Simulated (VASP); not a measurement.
# Cs (P6_3/mmc) in VASP: further runs

Cs is run at these levels: r2SCAN; tasks: single point.

All numbers are computed with VASP 6.6.1; they aren't measurements. Logs are shortened: lines on timing, memory, paths and dates and some standing lists are left out, and cuts for length are marked.

**1. The cell of the first run**

It takes space group P6_3/mmc (No. 194, hexagonal). Conventional cell: a = 5.566 Å, b = 5.566 Å, c = 9.258 Å, α = 90.00°, β = 90.00°, γ = 120.00°.

**2. Single point, r2SCAN**

File POSCAR:

```
Cs
1.0
    5.5663100000      0.0000000000      0.0000000000
   -2.7831500000      4.8205600000      0.0000000000
    0.0000000000      0.0000000000      9.2584800000
Cs
2
Direct
    0.3333333333      0.6666666667      0.2500000000
    0.6666666667      0.3333333333      0.7500000000
```

File INCAR.step1:

```
PREC     = Accurate       # precision mode
ENCUT    = 520            # plane-wave cutoff, eV
ISMEAR   = 0              # smearing method
SIGMA    = 0.1            # smearing width, eV
LREAL    = F              # projectors in reciprocal space
LASPH    = T              # aspherical terms in the spheres
NELM     = 80             # most SCF steps
NBANDS   = 16             # bands
GGA      = PE             # functional
ALGO     = Normal         # electronic algorithm
EDIFF    = 1E-4           # SCF threshold, eV
LWAVE    = T              # write WAVECAR
LCHARG   = F              # write CHGCAR
```

File INCAR.step2:

```
PREC     = Accurate       # precision mode
ENCUT    = 520            # plane-wave cutoff, eV
EDIFF    = 1E-7           # SCF threshold, eV
ISMEAR   = 0              # smearing method
SIGMA    = 0.1            # smearing width, eV
LREAL    = F              # projectors in reciprocal space
LASPH    = T              # aspherical terms in the spheres
NELM     = 80             # most SCF steps
ALGO     = Normal         # electronic algorithm
ISIF     = 2              # what is computed and relaxed
LWAVE    = F              # write WAVECAR
LCHARG   = T              # write CHGCAR
METAGGA  = R2SCAN         # meta-GGA
LMIXTAU  = T            
LELF     = T              # ELF
LVHAR    = T            
NBANDS   = 16             # bands
ISTART   = 1
```

File KPOINTS:

```
regular mesh
0
Gamma
  5 5 3
```

Potentials or basis: VASP PAW PBE potentials, release 64 (Cs_sv).

Run with:

```console
$ cat potpaw_PBE.64/Cs_sv/POTCAR > POTCAR
$ cp INCAR.step1 INCAR
$ mpirun -np 1 vasp_std > vasp.out
$ cp INCAR.step2 INCAR
$ mpirun -np 1 vasp_std > vasp.out
```

OUTCAR:

```text
PREC = Accurate
   ENCUT = 520
   EDIFF = 1E-7
   ISMEAR = 0
   LREAL = F
   LASPH = T
   NELM = 80
   ISIF = 2
   METAGGA = R2SCAN
   ISTART = 1

 ion  position               nearest neighbor table
   1  0.333  0.667  0.250-
   2  0.667  0.333  0.750-

  LATTYP: Found a hexagonal cell.
 ALAT       =     5.5663100000
 C/A-ratio  =     1.6633065711

  Lattice vectors:

 A1 = (   5.5663100000,   0.0000000000,   0.0000000000)
 A2 = (  -2.7831500000,   4.8205600000,   0.0000000000)
 A3 = (   0.0000000000,   0.0000000000,   9.2584800000)

Analysis of symmetry for initial positions (statically):
=====================================================================
 Subroutine PRICEL returns:
 Original cell was already a primitive cell.

 Routine SETGRP: Setting up the symmetry group for a
 hexagonal supercell.

 Subroutine GETGRP returns: Found 24 space group operations
 (whereof 12 operations were pure point group operations)
 out of a pool of 24 trial point group operations.

The static configuration has the point symmetry D_3d.
 The point group associated with its full space group is D_6h.

Analysis of symmetry for dynamics (positions and initial velocities):
=====================================================================
 Subroutine PRICEL returns:
 Original cell was already a primitive cell.

 Routine SETGRP: Setting up the symmetry group for a
 hexagonal supercell.

 Subroutine GETGRP returns: Found 24 space group operations
 (whereof 12 operations were pure point group operations)
 out of a pool of 24 trial point group operations.

The dynamic configuration has the point symmetry D_3d.
 The point group associated with its full space group is D_6h.

 Subroutine INISYM returns: Found 24 space group operations
 (whereof 12 operations are pure point group operations),
 and found     1 'primitive' translations

----------------------------------------------------------------------------------------

                                     Primitive cell

  volume of cell :     248.4303

  direct lattice vectors                    reciprocal lattice vectors
     5.566310000  0.000000000  0.000000000     0.179652229  0.103722203  0.000000000
    -2.783150000  4.820560000  0.000000000     0.000000000  0.207444778  0.000000000
     0.000000000  0.000000000  9.258480000     0.000000000  0.000000000  0.108009090

  length of vectors
     5.566310000  5.566302420  9.258480000     0.207444496  0.207444778  0.108009090

  position of ions in fractional coordinates (direct lattice)
     0.333333333  0.666666667  0.250000000
     0.666666667  0.333333333  0.750000000

  ion indices of the primitive-cell ions
   primitive index   ion index
                 1           1
                 2           2

----------------------------------------------------------------------------------------

 KPOINTS: regular mesh

Automatic generation of k-mesh.
 Grid dimensions read from file:
 generate k-points for:    5    5    3

 Generating k-lattice:

  Cartesian coordinates                     Fractional coordinates (reciprocal lattice)
     0.035930446  0.020744441  0.000000000     0.200000000  0.000000000  0.000000000
     0.000000000  0.041488956  0.000000000     0.000000000  0.200000000  0.000000000
     0.000000000  0.000000000  0.036003030     0.000000000  0.000000000  0.333333333

  Length of vectors
     0.041488899  0.041488956  0.036003030

  Shift w.r.t. Gamma in fractional coordinates (k-lattice)
     0.000000000  0.000000000  0.000000000

 Subroutine IBZKPT returns following result:
 ===========================================

 Found     10 irreducible k-points:

 Following reciprocal coordinates:
            Coordinates               Weight
  0.000000  0.000000  0.000000      1.000000
  0.200000  0.000000  0.000000      6.000000
  0.400000  0.000000  0.000000      6.000000
  0.200000  0.200000  0.000000      6.000000
  0.400000  0.200000  0.000000      6.000000
  0.000000  0.000000  0.333333      2.000000
  0.200000  0.000000  0.333333     12.000000
  0.400000  0.000000  0.333333     12.000000
  0.200000  0.200000  0.333333     12.000000
  0.400000  0.200000  0.333333     12.000000
   k-points           NKPTS =     10   k-points in BZ     NKDIM =     10   number of bands    NBANDS=     16
   number of dos      NEDOS =    301   number of ions     NIONS =      2
   total plane-waves  NPLWV = 123480
   dimension x,y,z NGX =    42 NGY =   42 NGZ =   70
   dimension x,y,z NGXF=    84 NGYF=   84 NGZF=  140
   ions per type =               2
   NGX,Y,Z   is equivalent  to a cutoff of  12.54, 12.54, 12.57 a.u.
   NGXF,Y,Z  is equivalent  to a cutoff of  25.09, 25.09, 25.14 a.u.
 SYSTEM =  unknown system
   PREC   = accura    normal or accurate (medium, high low for compatibility)
   ISTART =      1    job   : 0-new  1-cont  2-samecut
   ICHARG =      0    charge: 1-file 2-atom 10-const
   ISPIN  =      1    spin polarized calculation?
   LNONCOLLINEAR =      F non collinear calculations
   LSORBIT =      F    spin-orbit coupling
   LASPH  =      T    aspherical Exc in radial PAW
   ENCUT  =  520.0 eV  38.22 Ry    6.18 a.u.  10.35 10.35 17.21*2*pi/ulx,y,z
   NELM   =     80;   NELMIN=  2; NELMDL=  0     # of ELM steps
   EDIFF  = 0.1E-06   stopping-criterion for ELM
   LREAL  =      F    real-space projection
   EDIFFG = 0.1E-05   stopping-criterion for IOM
   NSW    =      0    number of steps for IOM
   IBRION =     -1    ionic relax: 0-MD 1-quasi-New 2-CG
   NFREE  =      0    steps in history (QN), initial steepest desc. (CG)
   ISIF   =      2    stress and relaxation
   ISYM   =      2    0-nonsym 1-usesym 2-fastsym
   POTIM  = 0.5000    time-step for ionic-motion
   TEBEG  =    0.0;   TEEND  =   0.0 temperature during run
   PSTRESS=    0.0 pullay stress
   NELECT =      18.0000    total number of electrons
   NUPDOWN=      -1.0000    fix difference up-down
   EMIN   =  10.00;   EMAX   =-10.00  energy-range for DOS
   EFERMI =   0.00;   METHOD = LEGACY
   ISMEAR =     0;   SIGMA  =   0.10  broadening in eV -4-tet -1-fermi 0-gaus
   EFERMI_NEDOS =   21; number of points for ismear=-14 and -15
   IALGO  =     38    algorithm
   IMIX   =      4    mixing-type and parameters
     AMIX     =   0.40;   BMIX     =  1.00
     AMIX_MAG =   1.60;   BMIX_MAG =  1.00
  volume/ion in A,a.u.               =     124.22       838.25
  Fermi-wavevector in a.u.,A,eV,Ry     =   0.682492  1.289723  6.337528  0.465795
  Thomas-Fermi vector in A             =   1.761581
   LORBIT       =      0    0 simple, 1 ext, 2 COOP (PROOUT), +10 PAW based schemes
   METAGGA = R2SCAN    functional components
   LHFCALC =     F    Hartree Fock is set to
   AEXX    =    0.0000 exact exchange contribution
   IVDW    =     0    specifies the selected vdW correction
   LEPSILON=     F    determine dielectric tensor
   LRPA    =     F    only Hartree local field effects (RPA)
 non-spin polarized calculation
 Gauss-broadening in eV      SIGMA  =   0.10
  energy-cutoff  :      520.00
  volume of cell :      248.43
 maximum number of plane-waves:      6718
 NGX is ok and might be reduce to    42
   NGX = 21   NGY = 21   NGZ = 35

 number of electron      18.0000000 magnetization

 Free energy of the ion-electron system (eV)
  ---------------------------------------------------
  ext. energy  EPLUGINS =         0.00000000
  ---------------------------------------------------
  free energy    TOTEN  =       -50.06955776 eV

  energy without entropy =      -50.06097508  energy(sigma->0) =      -50.06526642

 E-fermi :   0.4285     XC(G=0):  -5.4428

 val. band max:        0.3996777843   @ k =   0.0000   0.0000   0.0000
 cond. band min:       0.4712346055   @ k =   0.2000   0.2000   0.3333
 fundamental gap:      0.0715568212
 Fermi energy:         0.4285216415

 k-point     1 :       0.0000    0.0000    0.0000
  band No.  band energies     occupation
      1     -24.4796      2.00000
      2     -24.4753      2.00000
      3     -10.9590      2.00000
      4     -10.8691      2.00000
      5     -10.8691      2.00000
      6     -10.8562      2.00000
[... 8 lines left out ...]
     15       3.3228      0.00000
     16       3.3228      0.00000

 k-point     2 :       0.2000    0.0000    0.0000
  band No.  band energies     occupation
      1     -24.4781      2.00000
      2     -24.4745      2.00000
      3     -10.9460      2.00000
      4     -10.8993      2.00000
      5     -10.8866      2.00000
      6     -10.8781      2.00000
[... 8 lines left out ...]
     15       3.3230      0.00000
     16       3.3579      0.00000

 k-point     3 :       0.4000    0.0000    0.0000
  band No.  band energies     occupation
      1     -24.4753      2.00000
      2     -24.4734      2.00000
      3     -10.9486      2.00000
      4     -10.9334      2.00000
      5     -10.9186      2.00000
      6     -10.8918      2.00000
[... 8 lines left out ...]
     15       2.9879      0.00000
     16       3.9631      0.00000

 k-point     4 :       0.2000    0.2000    0.0000
  band No.  band energies     occupation
      1     -24.4759      2.00000
      2     -24.4736      2.00000
      3     -10.9264      2.00000
      4     -10.9251      2.00000
      5     -10.9248      2.00000
      6     -10.8920      2.00000
[... 8 lines left out ...]
     15       2.6928      0.00000
     16       3.7144      0.00000

 k-point     5 :       0.4000    0.2000    0.0000
  band No.  band energies     occupation
      1     -24.4742      2.00000
      2     -24.4733      2.00000
      3     -10.9471      2.00000
      4     -10.9318      2.00000
      5     -10.9109      2.00000
      6     -10.9044      2.00000
[... 8 lines left out ...]
     15       2.5135      0.00000
     16       3.5465      0.00000

 k-point     6 :       0.0000    0.0000    0.3333
  band No.  band energies     occupation
      1     -24.4785      2.00000
      2     -24.4763      2.00000
      3     -10.9338      2.00000
      4     -10.8824      2.00000
      5     -10.8659      2.00000
      6     -10.8659      2.00000
[... 8 lines left out ...]
     15       3.1332      0.00000
     16       3.1332      0.00000

 k-point     7 :       0.2000    0.0000    0.3333
  band No.  band energies     occupation
      1     -24.4772      2.00000
      2     -24.4754      2.00000
      3     -10.9309      2.00000
      4     -10.9015      2.00000
      5     -10.8896      2.00000
      6     -10.8739      2.00000
[... 8 lines left out ...]
     15       3.2079      0.00000
     16       3.3339      0.00000

 k-point     8 :       0.4000    0.0000    0.3333
  band No.  band energies     occupation
      1     -24.4748      2.00000
      2     -24.4739      2.00000
      3     -10.9552      2.00000
      4     -10.9459      2.00000
      5     -10.8966      2.00000
      6     -10.8865      2.00000
[... 8 lines left out ...]
     15       3.1862      0.00000
     16       3.7242      0.00000

 k-point     9 :       0.2000    0.2000    0.3333
  band No.  band energies     occupation
      1     -24.4753      2.00000
      2     -24.4741      2.00000
      3     -10.9395      2.00000
      4     -10.9326      2.00000
      5     -10.8977      2.00000
      6     -10.8944      2.00000
[... 8 lines left out ...]
     15       2.7966      0.00000
     16       3.5012      0.00000

 k-point    10 :       0.4000    0.2000    0.3333
  band No.  band energies     occupation
      1     -24.4740      2.00000
      2     -24.4736      2.00000
      3     -10.9514      2.00000
      4     -10.9443      2.00000
      5     -10.9128      2.00000
      6     -10.9008      2.00000
[... 8 lines left out ...]
     15       2.8752      0.00000
     16       3.5735      0.00000

------------------------ aborting loop because EDIFF is reached ----------------------------------------

  FORCE on cell =-STRESS in cart. coord.  units (eV):
  Direction    XX          YY          ZZ          XY          YZ          ZX
  --------------------------------------------------------------------------------------
  -------------------------------------------------------------------------------------
  Total       -0.0044985     -0.0044985     -0.0513361     -0.0000000      0.0000000      0.0000000
  in kB       -0.0290116     -0.0290115     -0.3310770     -0.0000000      0.0000000      0.0000000
  external PRESSURE =      -0.1297000 kB  Pullay stress =       0.0000000 kB

 VOLUME and BASIS-vectors are now :
 -----------------------------------------------------------------------------
  energy-cutoff  :      520.00
  volume of cell :      248.43
      direct lattice vectors                 reciprocal lattice vectors
     5.566310000  0.000000000  0.000000000     0.179652229  0.103722203  0.000000000
    -2.783150000  4.820560000  0.000000000     0.000000000  0.207444778  0.000000000
     0.000000000  0.000000000  9.258480000     0.000000000  0.000000000  0.108009090

 POSITION                                       TOTAL-FORCE (eV/Angst)
 -----------------------------------------------------------------------------------
      0.00000      3.21371      2.31462         0.000000     -0.000000     -0.000000
      2.78316      1.60685      6.94386         0.000000      0.000000      0.000000
 -----------------------------------------------------------------------------------
    total drift:                               -0.000000      0.000000     -0.000000

  FREE ENERGIE OF THE ION-ELECTRON SYSTEM (eV)
  ---------------------------------------------------
  free  energy   TOTEN  =       -50.0695577555 eV

  energy  without entropy=      -50.0609750842  energy(sigma->0) =      -50.06526642
```

Wall time 2.6 min (1 thread of AMD EPYC 9R45 (Zen 5), shared host); peak memory 0.36 GiB.

What came out:

| Property | Result |
| --- | --- |
| Free energy | -50.0696 eV |
| Pressure | 0.0 GPa |
| Band gap on the k mesh | zero (band 9 reaches 0.79 eV, above the bottom of band 10 at -0.35 eV) |

Caveat: the PAW data sets were made with another functional, which shifts forces and pressure a little; spin-orbit coupling is left out, which moves the levels of the heavy elements.

**3. Single point, r2SCAN**

This run uses another cell than the first one, of 129.18 Å³/atom, 1.040 times its volume.

File POSCAR:

```
Cs
1.0
    5.6395593211      0.0000000000      0.0000000000
   -2.8197745947      4.8839956957      0.0000000000
    0.0000000000      0.0000000000      9.3803160771
Cs
2
Direct
    0.3333333333      0.6666666667      0.2500000000
    0.6666666667      0.3333333333      0.7500000000
```

File INCAR.step1:

```
SYSTEM = Cs
PREC = Accurate ; ENCUT = 520
ISMEAR = 0 ; SIGMA = 0.1
LREAL = .FALSE. ; LASPH = .TRUE.
NELM = 80 ; NBANDS = 16
GGA = PE ; ALGO = Normal
EDIFF = 1E-4 ; LWAVE = .TRUE.
LCHARG = .FALSE.
```

File INCAR.step2:

```
SYSTEM = Cs
PREC = Accurate ; ENCUT = 520
EDIFF = 1E-7 ; ISMEAR = 0
SIGMA = 0.1 ; LREAL = .FALSE.
LASPH = .TRUE. ; NELM = 80
ALGO = Normal ; ISIF = 2
LWAVE = .FALSE. ; LCHARG = .TRUE.
METAGGA = R2SCAN ; LMIXTAU = .TRUE.
LELF = .TRUE. ; LVHAR = .TRUE.
NBANDS = 16 ; ISTART = 1
```

File KPOINTS:

```
Automatic mesh
0
G
  5 5 3
  0 0 0
```

Potentials or basis: VASP PAW PBE potentials, release 64 (Cs_sv).

Run with:

```console
$ cat potpaw_PBE.64/Cs_sv/POTCAR > POTCAR
$ cp INCAR.step1 INCAR
$ mpirun -np 1 vasp_std > vasp.out
$ cp INCAR.step2 INCAR
$ mpirun -np 1 vasp_std > vasp.out
```

It took 2.7 min on 1 thread of AMD EPYC 9R45 (Zen 5), shared host; peak memory 0.36 GiB.

It converged, with:

```yaml
Free_energy: -50.0670 eV
Pressure: -0.1 GPa
Band_gap_on_the_k_mesh: zero (band 9 reaches 0.71 eV, above the bottom of band 10 at -0.44 eV)
```

Levels at points of the mesh, in eV from the Fermi level:
```tsv
k point	band 6	band 7	band 8	band 9	band 10	band 11	band 12	band 13
(0.00, 0.00, 0.00)	-11.31	-11.31	-11.31	-1.74	-0.02	0.46	2.52	2.56
```

Caveat: the PAW data sets were made with another functional, which shifts forces and pressure a little; spin-orbit coupling is left out, which moves the levels of the heavy elements.

**4. Single point, r2SCAN**

This run uses another cell than the first one, of 134.15 Å³/atom, 1.080 times its volume.

File POSCAR:

```
Cs
1.0
    5.7109537270      0.0000000000      0.0000000000
   -2.8554717336      4.9458249897      0.0000000000
    0.0000000000      0.0000000000      9.4990668617
Cs
2
Direct
    0.3333333333      0.6666666667      0.2500000000
    0.6666666667      0.3333333333      0.7500000000
```

File INCAR.step1:

```
SYSTEM = Cs
ALGO     = Normal         ! electronic algorithm
EDIFF    = 1E-4           ! SCF threshold, eV
ENCUT    = 520            ! plane-wave cutoff, eV
GGA      = PE             ! functional
ISMEAR   = 0              ! smearing method
LASPH    = .TRUE.         ! aspherical terms in the spheres
LCHARG   = .FALSE.        ! write CHGCAR
LREAL    = .FALSE.        ! projectors in reciprocal space
LWAVE    = .TRUE.         ! write WAVECAR
NBANDS   = 16             ! bands
NELM     = 100            ! most SCF steps
PREC     = Accurate       ! precision mode
SIGMA    = 0.1            ! smearing width, eV
```

File INCAR.step2:

```
SYSTEM = Cs
ALGO     = Normal         ! electronic algorithm
EDIFF    = 1E-6           ! SCF threshold, eV
ENCUT    = 520            ! plane-wave cutoff, eV
ISIF     = 2              ! what is computed and relaxed
ISMEAR   = 0              ! smearing method
ISTART   = 1            
LASPH    = .TRUE.         ! aspherical terms in the spheres
LCHARG   = .FALSE.        ! write CHGCAR
LMIXTAU  = .TRUE.       
LREAL    = .FALSE.        ! projectors in reciprocal space
LWAVE    = .FALSE.        ! write WAVECAR
METAGGA  = R2SCAN         ! meta-GGA
NBANDS   = 16             ! bands
NELM     = 100            ! most SCF steps
PREC     = Accurate       ! precision mode
SIGMA    = 0.1            ! smearing width, eV
```

File KPOINTS:

```
k-points
0
G
  5 5 3
  0 0 0
```

Run with:

```console
$ cat potpaw_PBE.64/Cs_sv/POTCAR > POTCAR
$ cp INCAR.step1 INCAR
$ mpirun -np 1 vasp_std > vasp.out
$ cp INCAR.step2 INCAR
$ mpirun -np 1 vasp_std > vasp.out
```

Wall time 2.7 min (1 thread of AMD EPYC 9R45 (Zen 5), shared host); peak memory 0.37 GiB.

It converged, with:

- Free energy: -50.0606 eV
- Pressure: -0.1 GPa
- Band gap on the k mesh: zero (band 9 reaches 0.62 eV, above the bottom of band 10 at -0.51 eV)

Levels at points of the mesh, in eV from the Fermi level:
```csv
k point,band 6,band 7,band 8,band 9,band 10,band 11,band 12,band 13
"(0.00, 0.00, 0.00)",-11.33,-11.33,-11.33,-1.71,-0.01,0.44,2.50,2.54
```

Caveat: the PAW data sets were made with another functional, which shifts forces and pressure a little; spin-orbit coupling is left out, which moves the levels of the heavy elements.

(Continued in part 2 of 2.)
